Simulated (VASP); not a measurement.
# Li3TaO4 (I4/mmm) in VASP: a series of runs

Runs on Li3TaO4. Level: PBEsol. Tasks: relaxation of cell and atoms, relaxation of shape and atoms at fixed volume.

All numbers are computed with VASP 6.6.1; they aren't measurements. Logs are shortened: lines on timing, memory, paths and dates and some standing lists are left out, and cuts for length are marked.

## (1) The cell of the first run

It takes space group I4/mmm (No. 139, tetragonal). The conventional cell has a = 4.130 Å, b = 4.130 Å, c = 8.718 Å, α = 90.00°, β = 90.00°, γ = 90.00°. Within 2.7 Å of Li (site symmetry 4/mmm) lie 6 O at 2.06 to 2.42 Å. Li (site symmetry -4m2) has 6 O at 2.08 to 2.18 Å within 2.8 Å. Ta (site symmetry 4/mmm) has 6 O at 1.94 to 2.06 Å within 2.6 Å. O (site symmetry mmm) has 4 Li at 2.06 to 2.18 Å and 2 Ta at 2.06 Å within 2.7 Å. Within 2.6 Å of O (site symmetry 4mm) lie 1 Ta at 1.94 Å and 5 Li at 2.08 to 2.42 Å.

## (2) Relaxation of cell and atoms, PBEsol

Input file INCAR:

```
PREC = Accurate
ENCUT = 600
EDIFF = 1E-6
ISMEAR = 0
SIGMA = 0.02
LREAL = F
LASPH = T
NELM = 60
ALGO = Normal
ISIF = 3
LWAVE = F
LCHARG = F
GGA = PS
IBRION = 2
NSW = 100
EDIFFG = -0.005
```

Input file KPOINTS:

```
Automatic mesh
0
Gamma
  10 10 10
```

Input file POSCAR:

```
Li3TaO4
1.0
   -2.0647950000      2.0647950000      4.3589790000
    2.0647950000     -2.0647950000      4.3589790000
    2.0647950000      2.0647950000     -4.3589790000
Li Ta O
3 1 4
Direct
    0.5000000000      0.5000000000      0.0000000000
    0.2500000000      0.7500000000      0.5000000000
    0.7500000000      0.2500000000      0.5000000000
    0.0000000000      0.0000000000      0.0000000000
    0.0000000000      0.5000000000      0.5000000000
    0.7778590000      0.7778590000      0.0000000000
    0.5000000000      0.0000000000      0.5000000000
    0.2221410000      0.2221410000      0.0000000000
```

Potentials or basis: VASP PAW PBE potentials, release 64 (Li_sv, Ta_pv, O).

Command:

```sh
$ cat potpaw_PBE.64/Li_sv/POTCAR potpaw_PBE.64/Ta_pv/POTCAR potpaw_PBE.64/O/POTCAR > POTCAR
$ mpirun -np 1 vasp_std > vasp.out
```

OUTCAR:

```text
PREC = Accurate
   ENCUT = 600
   EDIFF = 1E-6
   ISMEAR = 0
   LREAL = F
   LASPH = T
   NELM = 60
   ISIF = 3
   GGA = PS
   IBRION = 2
   NSW = 100
   EDIFFG = -0.005

 ion  position               nearest neighbor table
   1  0.500  0.500  0.000-   5 2.06   7 2.06   7 2.06   5 2.06   4 2.92   4 2.92   4 2.92   4 2.92

   2  0.250  0.750  0.500-   6 2.08   8 2.08   6 2.08   8 2.08   7 2.18   5 2.18   4 3.00   4 3.00
                             4 3.00   4 3.00
   3  0.750  0.250  0.500-   6 2.08   8 2.08   6 2.08   8 2.08   7 2.18   5 2.18   4 3.00   4 3.00
                             4 3.00   4 3.00
   4  0.000  0.000  0.000-   6 1.94   8 1.94   7 2.06   5 2.06   5 2.06   7 2.06   1 2.92   1 2.92
                             1 2.92   1 2.92   3 3.00   2 3.00   3 3.00   3 3.00   2 3.00   2 3.00
   5  0.000  0.500  0.500-   1 2.06   4 2.06   4 2.06   1 2.06   3 2.18   2 2.18
   6  0.778  0.778  0.000-   4 1.94   3 2.08   2 2.08   3 2.08   2 2.08
   7  0.500  0.000  0.500-   1 2.06   4 2.06   1 2.06   4 2.06   3 2.18   2 2.18
   8  0.222  0.222  0.000-   4 1.94   2 2.08   3 2.08   2 2.08   3 2.08

  LATTYP: Found a body centered tetragonal cell.
 ALAT       =     4.1295900000
 C/A-ratio  =     2.1110952903

  Lattice vectors:

 A1 = (  -2.0647950000,   2.0647950000,   4.3589790000)
 A2 = (   2.0647950000,  -2.0647950000,   4.3589790000)
 A3 = (   2.0647950000,   2.0647950000,  -4.3589790000)

Analysis of symmetry for initial positions (statically):
=====================================================================
 Subroutine PRICEL returns:
 Original cell was already a primitive cell.

 Routine SETGRP: Setting up the symmetry group for a
 body centered tetragonal supercell.

 Subroutine GETGRP returns: Found 16 space group operations
 (whereof 16 operations were pure point group operations)
 out of a pool of 16 trial point group operations.

The static configuration has the point symmetry D_4h.

Analysis of symmetry for dynamics (positions and initial velocities):
=====================================================================
 Subroutine PRICEL returns:
 Original cell was already a primitive cell.

 Routine SETGRP: Setting up the symmetry group for a
 body centered tetragonal supercell.

 Subroutine GETGRP returns: Found 16 space group operations
 (whereof 16 operations were pure point group operations)
 out of a pool of 16 trial point group operations.

The dynamic configuration has the point symmetry D_4h.

 Subroutine INISYM returns: Found 16 space group operations
 (whereof 16 operations are pure point group operations),
 and found     1 'primitive' translations

----------------------------------------------------------------------------------------

                                     Primitive cell

  volume of cell :      74.3359

  direct lattice vectors                    reciprocal lattice vectors
    -2.064795000  2.064795000  4.358979000     0.000000000  0.242154790  0.114705760
     2.064795000 -2.064795000  4.358979000     0.242154790  0.000000000  0.114705760
     2.064795000  2.064795000 -4.358979000     0.242154790  0.242154790  0.000000000

  length of vectors
     5.246661291  5.246661291  5.246661291     0.267948416  0.267948416  0.342458588

  position of ions in fractional coordinates (direct lattice)
     0.500000000  0.500000000  0.000000000
     0.250000000  0.750000000  0.500000000
     0.750000000  0.250000000  0.500000000
     0.000000000  0.000000000  0.000000000
     0.000000000  0.500000000  0.500000000
     0.777859000  0.777859000  0.000000000
     0.500000000  0.000000000  0.500000000
     0.222141000  0.222141000  0.000000000

  ion indices of the primitive-cell ions
   primitive index   ion index
                 1           1
                 2           2
                 3           3
                 4           4
                 5           5
                 6           6
                 7           7
                 8           8

----------------------------------------------------------------------------------------

 KPOINTS: Automatic mesh

Automatic generation of k-mesh.
 Grid dimensions read from file:
 generate k-points for:   10   10   10

 Generating k-lattice:

  Cartesian coordinates                     Fractional coordinates (reciprocal lattice)
     0.000000000  0.024215479  0.011470576     0.100000000  0.000000000 -0.000000000
     0.024215479  0.000000000  0.011470576     0.000000000  0.100000000 -0.000000000
     0.024215479  0.024215479  0.000000000     0.000000000  0.000000000  0.100000000

  Length of vectors
     0.026794842  0.026794842  0.034245859

  Shift w.r.t. Gamma in fractional coordinates (k-lattice)
     0.000000000  0.000000000  0.000000000

 Subroutine IBZKPT returns following result:
 ===========================================

 Found    102 irreducible k-points:

 Following reciprocal coordinates:
            Coordinates               Weight
  0.000000  0.000000  0.000000      1.000000
  0.100000  0.000000 -0.000000      8.000000
  0.200000  0.000000 -0.000000      8.000000
  0.300000  0.000000 -0.000000      8.000000
  0.400000  0.000000 -0.000000      8.000000
  0.500000  0.000000 -0.000000      4.000000
[... 16 lines left out ...]
  0.300000  0.300000 -0.000000      8.000000
  0.400000  0.300000 -0.000000     16.000000
 [... further k-points ...]
   k-points           NKPTS =    102   k-points in BZ     NKDIM =    102   number of bands    NBANDS=     27
   number of dos      NEDOS =    301   number of ions     NIONS =      8
   total plane-waves  NPLWV =  74088
   dimension x,y,z NGX =    42 NGY =   42 NGZ =   42
   dimension x,y,z NGXF=    84 NGYF=   84 NGZF=   84
   ions per type =               3   1   4
   NGX,Y,Z   is equivalent  to a cutoff of  13.31, 13.31, 13.31 a.u.
   NGXF,Y,Z  is equivalent  to a cutoff of  26.62, 26.62, 26.62 a.u.
 SYSTEM =  unknown system
   PREC   = accura    normal or accurate (medium, high low for compatibility)
   ISTART =      0    job   : 0-new  1-cont  2-samecut
   ICHARG =      2    charge: 1-file 2-atom 10-const
   ISPIN  =      1    spin polarized calculation?
   LNONCOLLINEAR =      F non collinear calculations
   LSORBIT =      F    spin-orbit coupling
   LASPH  =      T    aspherical Exc in radial PAW
   ENCUT  =  600.0 eV  44.10 Ry    6.64 a.u.  10.48 10.48 10.48*2*pi/ulx,y,z
   NELM   =     60;   NELMIN=  2; NELMDL= -5     # of ELM steps
   EDIFF  = 0.1E-05   stopping-criterion for ELM
   LREAL  =      F    real-space projection
   EDIFFG = -.5E-02   stopping-criterion for IOM
   NSW    =    100    number of steps for IOM
   IBRION =      2    ionic relax: 0-MD 1-quasi-New 2-CG
   NFREE  =      1    steps in history (QN), initial steepest desc. (CG)
   ISIF   =      3    stress and relaxation
   ISYM   =      2    0-nonsym 1-usesym 2-fastsym
   POTIM  = 0.5000    time-step for ionic-motion
   TEBEG  =    0.0;   TEEND  =   0.0 temperature during run
   PSTRESS=    0.0 pullay stress
   NELECT =      44.0000    total number of electrons
   NUPDOWN=      -1.0000    fix difference up-down
   EMIN   =  10.00;   EMAX   =-10.00  energy-range for DOS
   EFERMI =   0.00;   METHOD = LEGACY
   ISMEAR =     0;   SIGMA  =   0.02  broadening in eV -4-tet -1-fermi 0-gaus
   EFERMI_NEDOS =   21; number of points for ismear=-14 and -15
   IALGO  =     38    algorithm
   IMIX   =      4    mixing-type and parameters
     AMIX     =   0.40;   BMIX     =  1.00
     AMIX_MAG =   1.60;   BMIX_MAG =  1.00
  volume/ion in A,a.u.               =       9.29        62.71
  Fermi-wavevector in a.u.,A,eV,Ry     =   1.374547  2.597517 25.706558  1.889379
  Thomas-Fermi vector in A             =   2.499963
   LORBIT       =      0    0 simple, 1 ext, 2 COOP (PROOUT), +10 PAW based schemes
   GGA     = PS    functional components
   LHFCALC =     F    Hartree Fock is set to
   AEXX    =    0.0000 exact exchange contribution
   IVDW    =     0    specifies the selected vdW correction
   LEPSILON=     F    determine dielectric tensor
   LRPA    =     F    only Hartree local field effects (RPA)
 conjugate gradient relaxation of ions
 non-spin polarized calculation
 Gauss-broadening in eV      SIGMA  =   0.02
  energy-cutoff  :      600.00
  volume of cell :       74.34
 maximum number of plane-waves:      2525
 NGX is ok and might be reduce to    42
   NGX = 21   NGY = 21   NGZ = 21

--------------------------------------- Ionic step        1  -------------------------------------------

 number of electron      43.9999993 magnetization

 Free energy of the ion-electron system (eV)
  ---------------------------------------------------
  ext. energy  EPLUGINS =         0.00000000
  ---------------------------------------------------
  free energy    TOTEN  =       -59.17634628 eV

  energy without entropy =      -59.17634628  energy(sigma->0) =      -59.17634628

------------------------ aborting loop because EDIFF is reached ----------------------------------------

  FORCE on cell =-STRESS in cart. coord.  units (eV):
  Direction    XX          YY          ZZ          XY          YZ          ZX
  --------------------------------------------------------------------------------------
  -------------------------------------------------------------------------------------
  Total       -2.8315948     -2.8315948     -2.7425141      0.0000000     -0.0000000      0.0000000
  in kB      -61.0299536    -61.0299536    -59.1099784      0.0000000     -0.0000000      0.0000000
  external PRESSURE =     -60.3899619 kB  Pullay stress =       0.0000000 kB
[... 107 lines left out ...]
  FREE ENERGIE OF THE ION-ELECTRON SYSTEM (eV)
  ---------------------------------------------------
  free  energy   TOTEN  =       -59.2168491520 eV

  energy  without entropy=      -59.2168491520  energy(sigma->0) =      -59.21684915

[... ionic steps 4 to 8 ...]

--------------------------------------- Ionic step        9  -------------------------------------------

 number of electron      44.0000011 magnetization

------------------------ aborting loop because EDIFF is reached ----------------------------------------
[... 79 lines left out ...]
--------------------------------------- Ionic step       11  -------------------------------------------

 number of electron      44.0000011 magnetization

 Free energy of the ion-electron system (eV)
  ---------------------------------------------------
  ext. energy  EPLUGINS =         0.00000000
  ---------------------------------------------------
  free energy    TOTEN  =       -59.23395015 eV

  energy without entropy =      -59.23395015  energy(sigma->0) =      -59.23395015

 E-fermi :   2.8273     XC(G=0): -11.2987

 val. band max:        2.7270330014   @ k =   0.4000   0.4000   0.1000
 cond. band min:       4.2310522930   @ k =   0.0000   0.0000   0.0000
 fundamental gap:      1.5040192916
 Fermi energy:         2.8272726417

 k-point     1 :       0.0000    0.0000    0.0000
  band No.  band energies     occupation
      1     -40.0846      2.00000
      2     -39.1314      2.00000
      3     -39.0974      2.00000
      4     -31.5604      2.00000
      5     -31.5604      2.00000
      6     -31.3566      2.00000
[... 709 lines left out ...]
     26      11.1931      0.00000
     27      11.4170      0.00000

 [... further k-points ...]
[... 5 lines left out ...]
  --------------------------------------------------------------------------------------
  -------------------------------------------------------------------------------------
  Total       -0.0173800     -0.0173800     -0.0114185      0.0000000     -0.0000000      0.0000000
  in kB       -0.3936657     -0.3936657     -0.2586344      0.0000000     -0.0000000      0.0000000
  external PRESSURE =      -0.3486553 kB  Pullay stress =       0.0000000 kB
[... 23 lines left out ...]
  FREE ENERGIE OF THE ION-ELECTRON SYSTEM (eV)
  ---------------------------------------------------
  free  energy   TOTEN  =       -59.2339501514 eV

  energy  without entropy=      -59.2339501514  energy(sigma->0) =      -59.23395015

 reached required accuracy - stopping structural energy minimisation
```

Run time: 54 min. Hardware: 1 thread of Intel Xeon 8259CL, shared host; peak memory 0.43 GiB.

What came out:

```
Free energy                           : -59.2340 eV
Relaxed volume                        : 8.84 Å³/atom
Relaxed cell                          : a = 5.128 Å, b = 5.128 Å, c = 5.128 Å, α = 133.03°, β = 133.03°, γ = 68.60°
Space group after relaxing (to 0.1 Å) : I4/mmm (No. 139)
Energy gained by relaxing             : 7.2 meV/atom
Ionic steps                           : 11
Pressure after relaxing               : 0.0 GPa
Band gap on the k mesh                : 1.50 eV (least direct gap 1.58 eV)
```

The path:
| step | energy change (eV) | largest force (eV/Å) | pressure (GPa) | volume (Å³) |
| --- | --- | --- | --- | --- |
| 1 | 0.0000 | 0.3102 | -6.04 | 74.34 |
| 2 | -0.0051 | 1.1825 | 5.14 | 70.63 |
| 3 | -0.0405 | 0.4243 | -0.55 | 72.38 |
| 4 | -0.0470 | 0.0633 | 0.13 | 71.55 |
| 5 | -0.0484 | 0.0769 | -0.11 | 71.80 |
| 6 | -0.0503 | 0.0709 | -0.12 | 71.67 |
| 7 | -0.0548 | 0.0499 | -0.09 | 71.29 |
| 8 | -0.0573 | 0.0114 | 0.10 | 70.53 |
| 9 | -0.0576 | 0.0224 | 0.08 | 70.72 |
| 10 | -0.0572 | 0.1028 | -0.44 | 70.79 |
| 11 | -0.0576 | 0.0013 | -0.03 | 70.73 |

Final structure:
```
Li Ta O
1.0
    -2.04322    2.04322    4.23587
     2.04322   -2.04322    4.23587
     2.04322    2.04322   -4.23587
Li Ta O
3 1 4
Direct
  0.50000 0.50000 0.00000
  0.25000 0.75000 0.50000
  0.75000 0.25000 0.50000
  0.00000 0.00000 0.00000
  0.00000 0.50000 0.50000
  0.77286 0.77286 0.00000
  0.50000 0.00000 0.50000
  0.22714 0.22714 0.00000
```

Caveat: the cutoff is under 1.25 times the usual one of these potentials, so pressure, stress and relaxed cells hold a basis-set (Pulay) error; the PAW data sets were made with another functional, which shifts forces and pressure a little; spin-orbit coupling is left out, which moves the levels of the heavy elements. A k mesh can miss the band edges.

## (3) Relaxation of shape and atoms at fixed volume, PBEsol (8.34 Å³/atom)

This run uses another cell than the first one, of 8.34 Å³/atom.

Input file INCAR:

```
PREC = Accurate
ENCUT = 600
EDIFF = 1E-7
ISMEAR = 0
SIGMA = 0.02
LREAL = F
LASPH = T
NELM = 80
ALGO = Normal
ISIF = 4
LWAVE = F
LCHARG = F
GGA = PS
IBRION = 2
NSW = 50
EDIFFG = -0.01
```

KPOINTS is that of step 2.

Input file POSCAR:

```
Li3TaO4
1.0
   -2.0127713418      2.0127713418      4.1157988860
    2.0127713418     -2.0127713418      4.1157988860
    2.0127713418      2.0127713418     -4.1157988860
Li Ta O
3 1 4
Direct
    0.5000000000      0.5000000000      0.0000000000
    0.2500000000      0.7500000000      0.5000000000
    0.7500000000      0.2500000000      0.5000000000
    0.0000000000      0.0000000000      0.0000000000
    0.0000000000      0.5000000000      0.5000000000
    0.7694568302      0.7694568302      0.0000000000
    0.5000000000      0.0000000000      0.5000000000
    0.2305431698      0.2305431698      0.0000000000
```

Potentials or basis: VASP PAW PBE potentials, release 64 (Li_sv, Ta_pv, O).

Command:

```sh
$ cat potpaw_PBE.64/Li_sv/POTCAR potpaw_PBE.64/Ta_pv/POTCAR potpaw_PBE.64/O/POTCAR > POTCAR
$ mpirun -np 1 vasp_std > vasp.out
```

Wall time 15 min (1 thread of AMD EPYC 9R14 (Zen 4), shared host); peak memory 0.35 GiB.

It converged, with:

- Free energy: -59.1210 eV
- Energy gained by relaxing: 3.5 meV/atom
- Ionic steps: 5
- Pressure after relaxing: 7.3 GPa
- Band gap on the k mesh: 1.45 eV (least direct gap 1.58 eV)

Forces on the atoms (eV/Å):
```
Li   0.000  0.000  0.000
Li   0.000  0.000  0.000
Li   0.000  0.000  0.000
Ta   0.000  0.000  0.000
O    0.000  0.000  0.000
O    0.000  0.000  0.003
O    0.000  0.000  0.000
O    0.000  0.000 -0.003
```

Stress tensor (GPa, compression positive):
```
7.21 0.00 0.00
0.00 7.21 0.00
0.00 0.00 7.47
```

Step by step:
| step | energy change (eV) | largest force (eV/Å) | pressure (GPa) | volume (Å³) |
| --- | --- | --- | --- | --- |
| 1 | 0.0000 | 0.7914 | 10.95 | 66.70 |
| 2 | -0.0014 | 0.5475 | 7.29 | 66.70 |
| 3 | -0.0157 | 0.0781 | 9.00 | 66.70 |
| 4 | -0.0241 | 0.0472 | 8.28 | 66.70 |
| 5 | -0.0280 | 0.0026 | 7.30 | 66.70 |

Final structure:
```yaml
crystal:
  lattice:
    - [-2.02434, 2.02434, 4.06888]
    - [2.02434, -2.02434, 4.06888]
    - [2.02434, 2.02434, -4.06888]
  atoms:
    - { symbol: Li, position: [0.50000, 0.50000, 0.00000] }
    - { symbol: Li, position: [0.25000, 0.75000, 0.50000] }
    - { symbol: Li, position: [0.75000, 0.25000, 0.50000] }
    - { symbol: Ta, position: [0.00000, 0.00000, 0.00000] }
    - { symbol: O, position: [0.00000, 0.50000, 0.50000] }
    - { symbol: O, position: [0.76419, 0.76419, 0.00000] }
    - { symbol: O, position: [0.50000, 0.00000, 0.50000] }
    - { symbol: O, position: [0.23581, 0.23581, 0.00000] }
```

Levels at points of the mesh, in eV from the valence-band top:
```
           k point  band 20  band 21  band 22  band 23  band 24  band 25
(0.00, 0.00, 0.00)    -0.21    -0.21    -0.14     1.45     4.24     4.24
(0.50, 0.00, 0.00)    -1.08    -0.69    -0.31     3.96     4.16     5.40
(0.50, 0.50, 0.00)    -0.62    -0.29     0.00     5.55     5.56     5.60
(0.50, 0.50, 0.50)    -1.65    -1.65    -0.54     1.54     3.62     3.62
```

Caveat: the cutoff is under 1.25 times the usual one of these potentials, so pressure, stress and relaxed cells hold a basis-set (Pulay) error; the PAW data sets were made with another functional, which shifts forces and pressure a little; spin-orbit coupling is left out, which moves the levels of the heavy elements. A k mesh can miss the band edges.
